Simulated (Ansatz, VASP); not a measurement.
In3GaN2 in VASP and in Ansatz

Contents of INCAR:

```
PREC     = Accurate       # precision mode
ENCUT    = 520            # plane-wave cutoff, eV
EDIFF    = 1E-7           # SCF threshold, eV
ISMEAR   = 0              # smearing method
SIGMA    = 0.1            # smearing width, eV
LREAL    = F              # projectors in reciprocal space
LASPH    = T              # aspherical terms in the spheres
NELM     = 80             # most SCF steps
ALGO     = Normal         # electronic algorithm
ISIF     = 2              # what is computed and relaxed
LWAVE    = F              # write WAVECAR
LCHARG   = F              # write CHGCAR
GGA      = PE             # functional
NBANDS   = 40             # bands
```

File KPOINTS:

```
Automatic mesh
0
Gamma
  4 4 4
```

Contents of POSCAR:

```
In3GaN2
1.0
    4.6748468600      0.0000000000      0.0000000000
    0.0000000000      4.6748468600      0.0000000000
    0.0000000000      0.0000000000      6.1031761600
In Ga N
3 1 2
Direct
    0.0000000000      0.5000000000      0.5000000000
    0.5000000000      0.0000000000      0.5000000000
    0.5000000000      0.5000000000      0.5000000000
    0.5000000000      0.5000000000      0.0000000000
    0.5000000000      0.5000000000      0.7625267700
    0.5000000000      0.5000000000      0.2374732300
```

Input for Ansatz:

```yaml
crystal:
  lattice:
    - [4.67484686, 0.0, 0.0]
    - [0.0, 4.67484686, 0.0]
    - [0.0, 0.0, 6.10317616]
  atoms:
    - { symbol: In, position: [0.0, 0.5, 0.5] }
    - { symbol: In, position: [0.5, 0.0, 0.5] }
    - { symbol: In, position: [0.5, 0.5, 0.5] }
    - { symbol: Ga, position: [0.5, 0.5, 0.0] }
    - { symbol: "N", position: [0.5, 0.5, 0.76252677] }
    - { symbol: "N", position: [0.5, 0.5, 0.23747323] }
basis:
  ecutwfc: 420
kpoints:
  mp_grid: { grid: [4, 4, 4] }
hamiltonian:
  xc: pbe
scf:
  occupations: { method: gaussian, width: 0.1 }
  lower_state_search: "off"
output:
  forces: true
  stress: true
  eigenvalues: true
```

Alike in both runs: task single point; functional PBE; k mesh 4 × 4 × 4; occupations gaussian, width 0.1 eV; no spin polarisation.

|  | VASP | Ansatz |
| --- | --- | --- |
| version | VASP 6.6.1 | Ansatz 0.2.0 |
| potentials or method | VASP PAW PBE potentials, release 64 (In_d, Ga_d, N), cutoff 520 eV | scalar-relativistic, plane waves, PAW |
| valence electrons in the cell | 62 | 62 |

Ansatz gave:

```
gap on the k mesh at the Fermi level (eV) : none
rms of the force components (eV/Å)        : 0.944
```

What did VASP give for the same quantities?

gap on the k mesh at the Fermi level (eV): none; rms of the force components (eV/Å): 0.683.

Atom by atom the forces differ by 0.261 eV/Å (rms over components). A gap of «none» marks a metal or a gap that the smearing closes.
